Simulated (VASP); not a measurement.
A run of VASP 6.6.1 is set up as follows.

INCAR

```
SYSTEM = Cu
PREC = Accurate
ENCUT = 600
EDIFF = 1E-7
ISMEAR = -1
SIGMA = 0.05
LREAL = .False.
LASPH = .True.
NELM = 60
ALGO = Normal
ISIF = 3
LWAVE = .False.
LCHARG = .False.
GGA = CA
IBRION = 2
NSW = 80
EDIFFG = -0.01
```

The input KPOINTS:

```
regular mesh
0
Gamma
  15 15 15
  0 0 0
```

Contents of POSCAR:

```
Cu
1.0
   -1.4427930000      1.4427930000      1.3760810000
    1.4427930000     -1.4427930000      1.3760810000
    1.4427930000      1.4427930000     -1.3760810000
Cu
1
Direct
    0.0000000000      0.0000000000      0.0000000000
```

Potentials or basis: VASP PAW LDA potentials, release 64 (Cu).

Run with:

```sh
$ cat potpaw_LDA.64/Cu/POTCAR > POTCAR
$ mpirun -np 1 vasp_std > vasp.out
```

(1) Predict the relaxed volume.

(2) Estimate the space group after relaxing (to 0.05 Å).

(3) Estimate the relaxed cell.

## Answers

(1) 10.98 Å³/atom.

(2) I4/mmm (No. 139).

(3) a = 2.427 Å, b = 2.427 Å, c = 2.427 Å, α = 108.19°, β = 108.19°, γ = 112.07°.
